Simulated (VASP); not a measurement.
# Al4As (P4/mmm) in VASP: a series of runs

The runs below take Al4As through single point, relaxation of cell and atoms, with PBE.

Program: VASP 6.6.1. These are calculated values, not measurements. Logs are shortened: lines on timing, memory, paths and dates and some standing lists are left out, and cuts for length are marked.

## 1. The cell of the first run

It takes space group P4/mmm (No. 123, tetragonal). The conventional cell has a = 3.948 Å, b = 3.948 Å, c = 6.567 Å, α = 90.00°, β = 90.00°, γ = 90.00°. Within 3.5 Å of Al (site symmetry 2mm) lie 5 Al at 2.67 to 2.79 Å and 2 As at 2.77 Å. Within 3.7 Å of As (site symmetry 4/mmm) lie 8 Al at 2.77 Å.

## 2. Single point, PBE

INCAR reads:

```
SYSTEM = Al4As
PREC = Accurate ; ENCUT = 520
EDIFF = 1E-7 ; ISMEAR = 0
SIGMA = 0.1 ; LREAL = .False.
LASPH = .True. ; NELM = 100
ALGO = Normal ; ISIF = 2
LWAVE = .False. ; LCHARG = .False.
GGA = PE ; NBANDS = 16
```

KPOINTS reads:

```
Automatic mesh
0
Gamma
  4 4 4
  0 0 0
```

POSCAR reads:

```
Al4As
1.0
    3.9483013318      0.0000000000      0.0000000000
    0.0000000000      3.9483013318      0.0000000000
    0.0000000000      0.0000000000      6.5667270458
Al As
4 1
Direct
    0.5000000000      0.0000000000      0.2963830150
    0.0000000000      0.5000000000      0.7036169850
    0.5000000000      0.0000000000      0.7036169850
    0.0000000000      0.5000000000      0.2963830150
    0.0000000000      0.0000000000      0.0000000000
```

Potentials or basis: VASP PAW PBE potentials, release 64 (Al, As).

The run is started by

```bash
$ cat potpaw_PBE.64/Al/POTCAR potpaw_PBE.64/As/POTCAR > POTCAR
$ mpirun -np 1 vasp_std > vasp.out
```

OUTCAR:

```text
SYSTEM = Al4As
   PREC = Accurate
   ENCUT = 520
   EDIFF = 1E-7
   ISMEAR = 0
   LREAL = .False.
   LASPH = .True.
   NELM = 100
   ISIF = 2
   GGA = PE

 ion  position               nearest neighbor table
   1  0.500  0.000  0.296-   3 2.67   5 2.77   5 2.77   4 2.79   4 2.79   4 2.79   4 2.79
   2  0.000  0.500  0.704-   4 2.67   5 2.77   5 2.77   3 2.79   3 2.79   3 2.79   3 2.79
   3  0.500  0.000  0.704-   1 2.67   5 2.77   5 2.77   2 2.79   2 2.79   2 2.79   2 2.79
   4  0.000  0.500  0.296-   2 2.67   5 2.77   5 2.77   1 2.79   1 2.79   1 2.79   1 2.79
   5  0.000  0.000  0.000-   1 2.77   2 2.77   3 2.77   4 2.77   2 2.77   4 2.77   1 2.77   3 2.77

  LATTYP: Found a simple tetragonal cell.
 ALAT       =     3.9483013318
 C/A-ratio  =     1.6631777805

  Lattice vectors:

 A1 = (   3.9483013318,   0.0000000000,   0.0000000000)
 A2 = (   0.0000000000,   3.9483013318,   0.0000000000)
 A3 = (   0.0000000000,   0.0000000000,   6.5667270458)

Analysis of symmetry for initial positions (statically):
=====================================================================
 Subroutine PRICEL returns:
 Original cell was already a primitive cell.

 Routine SETGRP: Setting up the symmetry group for a
 simple tetragonal supercell.

 Subroutine GETGRP returns: Found 16 space group operations
 (whereof 16 operations were pure point group operations)
 out of a pool of 16 trial point group operations.

The static configuration has the point symmetry D_4h.

Analysis of symmetry for dynamics (positions and initial velocities):
=====================================================================
 Subroutine PRICEL returns:
 Original cell was already a primitive cell.

 Routine SETGRP: Setting up the symmetry group for a
 simple tetragonal supercell.

 Subroutine GETGRP returns: Found 16 space group operations
 (whereof 16 operations were pure point group operations)
 out of a pool of 16 trial point group operations.

The dynamic configuration has the point symmetry D_4h.

 Subroutine INISYM returns: Found 16 space group operations
 (whereof 16 operations are pure point group operations),
 and found     1 'primitive' translations

----------------------------------------------------------------------------------------

                                     Primitive cell

  volume of cell :     102.3693

  direct lattice vectors                    reciprocal lattice vectors
     3.948301332  0.000000000  0.000000000     0.253273475  0.000000000  0.000000000
     0.000000000  3.948301332  0.000000000     0.000000000  0.253273475  0.000000000
     0.000000000  0.000000000  6.566727046     0.000000000  0.000000000  0.152282864

  length of vectors
     3.948301332  3.948301332  6.566727046     0.253273475  0.253273475  0.152282864

  position of ions in fractional coordinates (direct lattice)
     0.500000000  0.000000000  0.296383015
     0.000000000  0.500000000  0.703616985
     0.500000000  0.000000000  0.703616985
     0.000000000  0.500000000  0.296383015
     0.000000000  0.000000000  0.000000000

  ion indices of the primitive-cell ions
   primitive index   ion index
                 1           1
                 2           2
                 3           3
                 4           4
                 5           5

----------------------------------------------------------------------------------------

 KPOINTS: Automatic mesh

Automatic generation of k-mesh.
 Grid dimensions read from file:
 generate k-points for:    4    4    4

 Generating k-lattice:

  Cartesian coordinates                     Fractional coordinates (reciprocal lattice)
     0.063318369  0.000000000  0.000000000     0.250000000  0.000000000  0.000000000
     0.000000000  0.063318369  0.000000000     0.000000000  0.250000000  0.000000000
     0.000000000  0.000000000  0.038070716     0.000000000  0.000000000  0.250000000

  Length of vectors
     0.063318369  0.063318369  0.038070716

  Shift w.r.t. Gamma in fractional coordinates (k-lattice)
     0.000000000  0.000000000  0.000000000

 Subroutine IBZKPT returns following result:
 ===========================================

 Found     18 irreducible k-points:

 Following reciprocal coordinates:
            Coordinates               Weight
  0.000000  0.000000  0.000000      1.000000
  0.250000  0.000000  0.000000      4.000000
  0.500000  0.000000  0.000000      2.000000
  0.250000  0.250000  0.000000      4.000000
  0.500000  0.250000  0.000000      4.000000
  0.500000  0.500000  0.000000      1.000000
[... 10 lines left out ...]
  0.500000  0.250000  0.500000      4.000000
  0.500000  0.500000  0.500000      1.000000
   k-points           NKPTS =     18   k-points in BZ     NKDIM =     18   number of bands    NBANDS=     16
   number of dos      NEDOS =    301   number of ions     NIONS =      5
   total plane-waves  NPLWV =  45000
   dimension x,y,z NGX =    30 NGY =   30 NGZ =   50
   dimension x,y,z NGXF=    60 NGYF=   60 NGZF=  100
[... 71 lines left out ...]
      1      -6.6407      2.00000
      2      -1.9384      2.00000
      3      -1.8708      2.00000
      4       3.2433      2.00000
      5       3.2433      2.00000
      6       5.1368      2.00000
[... 8 lines left out ...]
     15       8.9891      0.00000
     16       9.9307      0.00000

 k-point     2 :       0.2500    0.0000    0.0000
  band No.  band energies     occupation
      1      -6.3103      2.00000
      2      -1.5569      2.00000
      3      -1.4082      2.00000
      4       0.8350      2.00000
      5       3.4575      2.00000
      6       3.5923      2.00000
[... 8 lines left out ...]
     15      10.0502      0.00000
     16      10.3719      0.00000

 k-point     3 :       0.5000    0.0000    0.0000
  band No.  band energies     occupation
      1      -5.8803      2.00000
      2      -1.5975      2.00000
      3      -0.3989      2.00000
      4       0.2301      2.00000
      5       1.4220      2.00000
      6       2.0002      2.00000
[... 8 lines left out ...]
     15       9.3337      0.00000
     16      10.5110      0.00000

 k-point     4 :       0.2500    0.2500    0.0000
  band No.  band energies     occupation
      1      -5.9916      2.00000
      2      -1.1997      2.00000
      3      -0.8840      2.00000
      4       0.8141      2.00000
      5       1.6855      2.00000
      6       3.7066      2.00000
[... 8 lines left out ...]
     15      10.4820      0.00000
     16      11.1611      0.00000

 k-point     5 :       0.5000    0.2500    0.0000
  band No.  band energies     occupation
      1      -5.5824      2.00000
      2      -1.1176      2.00000
      3       0.1004      2.00000
      4       0.3003      2.00000
      5       1.9741      2.00000
      6       2.2895      2.00000
[... 8 lines left out ...]
     15      11.0488      0.00000
     16      11.5323      0.00000

 k-point     6 :       0.5000    0.5000    0.0000
  band No.  band energies     occupation
      1      -5.2082      2.00000
      2      -0.3018      2.00000
      3      -0.3018      2.00000
      4       0.9755      2.00000
      5       1.9822      2.00000
      6       3.0521      2.00000
[... 8 lines left out ...]
     15      11.9290      0.00000
     16      12.7214      0.00000
[... 153 lines left out ...]
 k-point    15 :       0.5000    0.0000    0.5000
  band No.  band energies     occupation
      1      -5.8280      2.00000
      2      -1.5446      2.00000
      3      -0.8083      2.00000
      4      -0.7204      2.00000
      5       3.4247      2.00000
      6       3.5892      2.00000
[... 8 lines left out ...]
     15       9.2222      0.00000
     16      10.9038      0.00000

 k-point    16 :       0.2500    0.2500    0.5000
  band No.  band energies     occupation
      1      -5.9196      2.00000
      2      -2.3263      2.00000
      3       0.5891      2.00000
      4       1.3216      2.00000
      5       1.9616      2.00000
      6       2.1097      2.00000
[... 8 lines left out ...]
     15      10.5187      0.00000
     16      10.7623      0.00000

 k-point    17 :       0.5000    0.2500    0.5000
  band No.  band energies     occupation
      1      -5.5417      2.00000
      2      -0.9875      2.00000
      3      -0.3870      2.00000
      4      -0.1787      2.00000
      5       1.5669      2.00000
      6       2.8951      2.00000
[... 8 lines left out ...]
     15      11.2565      0.00000
     16      11.8189      0.00000

 k-point    18 :       0.5000    0.5000    0.5000
  band No.  band energies     occupation
      1      -5.1870      2.00000
      2       0.2483      2.00000
      3       0.2483      2.00000
      4       0.3826      2.00000
      5       0.9565      2.00000
      6       0.9565      2.00000
[... 8 lines left out ...]
     15      10.1318      0.00000
     16      10.5961      0.00000

------------------------ aborting loop because EDIFF is reached ----------------------------------------

  FORCE on cell =-STRESS in cart. coord.  units (eV):
  Direction    XX          YY          ZZ          XY          YZ          ZX
  --------------------------------------------------------------------------------------
  -------------------------------------------------------------------------------------
  Total       -0.0075308     -0.0075308      0.1207231      0.0000000     -0.0000000      0.0000000
  in kB       -0.1178648     -0.1178648      1.8894325      0.0000000     -0.0000000      0.0000000
  external PRESSURE =       0.5512343 kB  Pullay stress =       0.0000000 kB

 VOLUME and BASIS-vectors are now :
 -----------------------------------------------------------------------------
  energy-cutoff  :      520.00
  volume of cell :      102.37
      direct lattice vectors                 reciprocal lattice vectors
     3.948301332  0.000000000  0.000000000     0.253273475  0.000000000  0.000000000
     0.000000000  3.948301332  0.000000000     0.000000000  0.253273475  0.000000000
     0.000000000  0.000000000  6.566727046     0.000000000  0.000000000  0.152282864

 POSITION                                       TOTAL-FORCE (eV/Angst)
 -----------------------------------------------------------------------------------
      1.97415      0.00000      1.94627         0.000000     -0.000000      0.018239
      0.00000      1.97415      4.62046         0.000000      0.000000     -0.018239
      1.97415      0.00000      4.62046         0.000000      0.000000     -0.018239
      0.00000      1.97415      1.94627        -0.000000      0.000000      0.018239
      0.00000      0.00000      0.00000         0.000000      0.000000      0.000000
 -----------------------------------------------------------------------------------
    total drift:                               -0.000000      0.000000     -0.000000

  FREE ENERGIE OF THE ION-ELECTRON SYSTEM (eV)
  ---------------------------------------------------
  free  energy   TOTEN  =       -18.7056364499 eV

  energy  without entropy=      -18.6962264335  energy(sigma->0) =      -18.70093144
```

Wall time 40 s (1 thread of Intel Xeon Platinum 8175M at 2.50GHz (Skylake/Cascade Lake), shared host); peak memory 0.21 GiB.

What came out:

| Property | Result |
| --- | --- |
| Free energy | -18.7056 eV |
| Pressure | 0.1 GPa |
| Largest force | 0.018 eV/Å |

Forces on the atoms (eV/Å):
```
Al   0.000  0.000  0.018
Al   0.000  0.000 -0.018
Al   0.000  0.000 -0.018
Al   0.000  0.000  0.018
As   0.000  0.000  0.000
```

Stress tensor (GPa, compression positive):
```
-0.01  0.00  0.00
 0.00 -0.01  0.00
 0.00  0.00  0.19
```

Caveat: the k points lie up to 0.40 Å⁻¹ apart.

## 3. Relaxation of cell and atoms, PBE

This run uses another cell than the first one, of 19.22 Å³/atom, 0.939 times its volume.

INCAR reads:

```
PREC = Accurate
ENCUT = 600
EDIFF = 1E-6
ISMEAR = 0
SIGMA = 0.1
LREAL = F
LASPH = T
NELM = 80
ALGO = Normal
ISIF = 3
LWAVE = F
LCHARG = F
GGA = PE
IBRION = 2
NSW = 90
EDIFFG = -0.04
```

KPOINTS reads:

```
Automatic mesh
0
Gamma
  4 4 4
```

POSCAR reads:

```
Al4As
1.0
    4.0808499100      0.0000000000      0.0000000000
    0.0000000000      4.0808499100      0.0000000000
    0.0000000000      0.0000000000      5.7711932900
Al As
4 1
Direct
    0.5000000000      0.0000000000      0.2500000000
    0.0000000000      0.5000000000      0.7500000000
    0.5000000000      0.0000000000      0.7500000000
    0.0000000000      0.5000000000      0.2500000000
    0.0000000000      0.0000000000      0.0000000000
```

Potentials or basis: VASP PAW PBE potentials, release 64 (Al, As).

The run is started by

```bash
$ cat potpaw_PBE.64/Al/POTCAR potpaw_PBE.64/As/POTCAR > POTCAR
$ mpirun -np 1 vasp_std > vasp.out
```

Wall time 4.8 min (1 thread of Intel Xeon Platinum 8175M at 2.50GHz (Skylake/Cascade Lake), shared host); peak memory 0.26 GiB.

The run converged. Its results:

```yaml
Free_energy: -18.7057 eV
Relaxed_volume: 20.49 Å³/atom
Relaxed_cell: a = 3.947 Å, b = 3.947 Å, c = 6.577 Å, α = 90.00°, β = 90.00°, γ = 90.00°
Space_group_after_relaxing_to_0.05_Å: P4/mmm (No. 123)
Energy_gained_by_relaxing: 236.3 meV/atom
Ionic_steps: 15
Pressure_after_relaxing: 0.0 GPa
Largest_force_after_relaxing: 0.021 eV/Å
```

Forces in eV/Å, atoms in the order of the input:
```
Al   0.000  0.000 -0.021
Al   0.000  0.000  0.021
Al   0.000  0.000  0.021
Al   0.000  0.000 -0.021
As   0.000  0.000  0.000
```

Stress tensor (GPa, compression positive):
```
-0.07  0.00  0.00
 0.00 -0.07  0.00
 0.00  0.00  0.09
```

The path:
```
step  energy change (eV)  largest force (eV/Å)  pressure (GPa)  volume (Å³)
   1              0.0000                2.0110            8.63        96.11
   2             -0.7100                0.6763           -2.38       111.21
   3             -0.7111                0.6521           -2.63       111.83
   4             -0.8720                0.4564           -1.41       107.88
   5             -0.9999                0.2833            0.60       102.79
   6             -0.7803                1.0691            7.85        93.00
   7             -1.0252                0.1703            1.38       100.91
   8             -1.0282                0.0373            2.48        99.13
   9             -1.1061                0.2471            2.15        99.20
  10             -1.1214                0.5063            2.01        99.17
  11             -1.1286                0.3814            2.12        99.20
  12             -1.1800                0.0792            0.04       102.36
  13             -1.1809                0.0409           -0.27       102.92
  14             -1.1809                0.0459           -0.23       102.85
  15             -1.1816                0.0209           -0.02       102.47
```

Final structure:
```
Al As
1.0
     3.94716    0.00000    0.00000
     0.00000    3.94716    0.00000
     0.00000    0.00000    6.57715
Al As
4 1
Direct
  0.50000 0.00000 0.29704
  0.00000 0.50000 0.70296
  0.50000 0.00000 0.70296
  0.00000 0.50000 0.29704
  0.00000 0.00000 0.00000
```

Levels at points of the mesh, in eV from the Fermi level:
```
           k point  band 4  band 5  band 6  band 7  band 8  band 9  band 10  band 11  band 12
(0.00, 0.00, 0.00)   -2.55   -2.55   -0.68   -0.40    0.19    0.94     0.94     1.29     1.29
(0.50, 0.00, 0.00)   -5.61   -4.40   -3.82   -1.72    1.41    1.48     2.28     2.65     2.78
(0.50, 0.50, 0.00)   -4.83   -3.84   -2.77   -2.77   -2.72   -2.57    -2.57    -1.66     1.69
(0.00, 0.00, 0.50)   -3.78   -2.32   -2.32   -0.57   -0.57   -0.21     0.62     1.35     1.56
(0.50, 0.00, 0.50)   -6.55   -2.41   -2.25   -1.61   -0.53    0.05     1.35     1.82     2.16
(0.50, 0.50, 0.50)   -5.43   -4.87   -4.87   -3.52   -2.49   -0.02     0.20     1.16     1.16
```

Caveat: the k points lie up to 0.40 Å⁻¹ apart in the final cell.

## 4. Single point, PBE

This run uses another cell than the first one, of 20.22 Å³/atom, 0.988 times its volume.

INCAR reads:

```
  PREC = Accurate
  ENCUT = 520
  EDIFF = 1E-7
  ISMEAR = 0
  SIGMA = 0.1
  LREAL = F
  LASPH = T
  NELM = 100
  ALGO = Fast
  ISIF = 2
  LWAVE = F
  LCHARG = T
  GGA = PE
  LELF = T
  LVHAR = T
  NBANDS = 16
```

KPOINTS reads:

```
Automatic mesh
0
Gamma
  10 10 6
```

POSCAR reads:

```
Al4As
1.0
    3.8860248367      0.0000000000      0.0000000000
    0.0000000000      3.8860248367      0.0000000000
    0.0000000000      0.0000000000      6.6947724630
Al As
4 1
Direct
    0.5000000000      0.0000000000      0.2957201872
    0.0000000000      0.5000000000      0.7042798128
    0.5000000000      0.0000000000      0.7042798128
    0.0000000000      0.5000000000      0.2957201872
    0.0000000000      0.0000000000      0.0000000000
```

The run is started by

```bash
$ cat potpaw_PBE.64/Al/POTCAR potpaw_PBE.64/As/POTCAR > POTCAR
$ mpirun -np 1 vasp_std > vasp.out
```

Run time: 3 min. Hardware: 1 thread of Intel Xeon Platinum 8175M at 2.50GHz (Skylake/Cascade Lake), shared host; peak memory 0.28 GiB.

Results (log left out):

```
Free energy   : -18.7580 eV
Pressure      : 0.0 GPa
Largest force : 0.007 eV/Å
```

Forces in eV/Å, atoms in the order of the input:
```
Al   0.000  0.000  0.007
Al   0.000  0.000 -0.007
Al   0.000  0.000 -0.007
Al   0.000  0.000  0.007
As   0.000  0.000  0.000
```

Levels at points of the mesh, in eV from the Fermi level:
```csv
k point,band 5,band 6,band 7,band 8,band 9,band 10,band 11,band 12
"(0.00, 0.00, 0.00)",-2.33,-0.30,-0.21,0.00,1.02,1.02,1.47,1.47
"(0.50, 0.00, 0.00)",-4.49,-3.78,-1.47,1.72,1.77,2.06,2.51,2.79
"(0.50, 0.50, 0.00)",-3.77,-2.71,-2.64,-2.64,-2.53,-2.53,-1.75,1.75
"(0.00, 0.00, 0.50)",-2.12,-2.12,-0.36,-0.36,0.28,0.98,1.46,1.66
"(0.50, 0.00, 0.50)",-2.41,-2.41,-1.37,-0.71,0.00,1.61,2.09,2.44
"(0.50, 0.50, 0.50)",-4.67,-4.67,-3.46,-2.49,-0.23,0.17,1.19,1.19
```

## 5. Overview

| task | cell | k mesh | cutoff (eV) | gap on the mesh (eV) | pressure (GPa) | largest force (eV/Å) |
| --- | --- | --- | --- | --- | --- | --- |
| single point | a = 3.948, b = 3.948, c = 6.567 Å, 5 atoms | 4 × 4 × 4 | 520 | none | 0.1 | 0.02 |
| relaxation of cell and atoms | relaxed from a = 4.081, b = 4.081, c = 5.771 Å, 5 atoms | 4 × 4 × 4 | 600 | none | 0.0 | 0.02 |
| single point | a = 3.886, b = 3.886, c = 6.695 Å, 5 atoms | 10 × 10 × 6 | 520 | none | 0.0 | 0.01 |

Alike in all rows: level PBE; potentials or basis VASP PAW PBE potentials, release 64 (Al, As); no spin polarisation; smearing gaussian 0.1 eV.

Caveats: some runs use coarse meshes.

Absolute energies hang on the potentials; compare differences alone.
